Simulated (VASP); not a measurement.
A run of VASP 6.6.1:

The input INCAR:

```
  ALGO = Normal
  DIPOL = 0.5 0.5 0.492
  EDIFF = 1E-6
  ENCUT = 520
  GGA = PE
  IDIPOL = 3
  ISIF = 2
  ISMEAR = 0
  IVDW = 12
  LASPH = True
  LCHARG = False
  LDIPOL = True
  LREAL = False
  LWAVE = False
  NBANDS = 34
  NELM = 80
  PREC = Accurate
  SIGMA = 0.1
```

The input KPOINTS:

```
k-points
0
Gamma
  12 12 1
```

The input POSCAR:

```
C10O
1.0
    2.4655379958      0.0000000000      0.0000000000
   -1.2327689979      2.1341461202      0.0000000000
    0.0000000000      0.0000000000     32.5979677131
C O
10 1
Direct
    0.0833101794      0.1666203587      0.2607524516
    0.4166898207      0.8333796413      0.2607524516
    0.5833101794      0.1666203587      0.3650391123
    0.9166898206      0.8333796413      0.3650391123
    0.0833101794      0.1666203587      0.4693232410
    0.4166898207      0.8333796413      0.4693232410
    0.5833101794      0.1666203587      0.5736099016
    0.9166898206      0.8333796413      0.5736099016
    0.0833101794      0.1666203587      0.6778940303
    0.4166898207      0.8333796413      0.6778940303
    0.0833101794      0.4166203587      0.7173557236
```

Potentials or basis: VASP PAW PBE potentials, release 64 (C, O).

Launch:

```bash
$ cat potpaw_PBE.64/C/POTCAR potpaw_PBE.64/O/POTCAR > POTCAR
$ mpirun -np 1 vasp_std > vasp.out
```

Hardware: 1 thread of Intel(R) Xeon(R) 6975P-C (Granite Rapids), with other jobs on the host.

**Question.** How long does it take, and how much memory?

**Answer.** Wall time 12 min on 1 thread of Intel(R) Xeon(R) 6975P-C (Granite Rapids) (shared host), peak memory 0.5 GiB. Counts: scf iterations 49, k points 74.
